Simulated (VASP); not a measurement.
Crystal: RbGeN.

```xyz
3
Lattice="4.9133 0.0000 0.0000 0.0000 4.9133 0.0000 0.0000 0.0000 3.8601" Properties=species:S:1:pos:R:3 pbc="T T T"
Rb    2.4566    2.4566    1.9301
Ge    0.0000    0.0000    1.9301
N     0.0000    0.0000    0.0000
```

The cell was built from a structure type or drawn by symmetry, and may not be a known phase.

- Program: VASP 6.6.1
- Task: relaxation of cell and atoms
- Functional: PBE
- Potentials or basis: VASP PAW PBE potentials, release 64 (Rb_sv, Ge_d, N)
- Cutoff: 600 eV
- k mesh: 10 × 10 × 12
- Occupations: gaussian, width 0.1 eV
- Spin: no spin polarisation

At the start: pressure -1.1 GPa; volume 31.06 Å³/atom.

How do energy, volume and symmetry change on relaxing?

Over 15 steps the energy falls by 5.1 meV/atom and the volume is 30.40 Å³/atom (-2.1 %); space group P4/mmm (No. 123, to 0.1 Å) before and after.

The path:
```
step  energy change (eV)  largest force (eV/Å)  pressure (GPa)  volume (Å³)
   1              0.0000                0.0000           -1.13        93.19
   2             -0.0045                0.0000            0.88        90.24
   3             -0.0153                0.0000           -0.09        91.56
   4             -0.0153                0.0000           -0.04        91.53
   5             -0.0153                0.0000           -0.10        91.44
   6             -0.0154                0.0000           -0.13        91.34
   7             -0.0154                0.0000           -0.13        91.37
   8             -0.0154                0.0000           -0.02        91.30
   9             -0.0154                0.0000           -0.08        91.30
  10             -0.0154                0.0000           -0.12        91.30
  11             -0.0154                0.0000            0.00        91.26
  12             -0.0154                0.0000           -0.07        91.26
  13             -0.0154                0.0000           -0.04        91.25
  14             -0.0154                0.0000           -0.03        91.24
  15             -0.0154                0.0000            0.02        91.21
```

Final structure:
```
CELL_PARAMETERS angstrom
4.90023 0.00000 0.00000
0.00000 4.90023 0.00000
0.00000 0.00000 3.79832
ATOMIC_POSITIONS crystal
Rb 0.50000 0.50000 0.50000
Ge 0.00000 0.00000 0.50000
N 0.00000 0.00000 0.00000
```
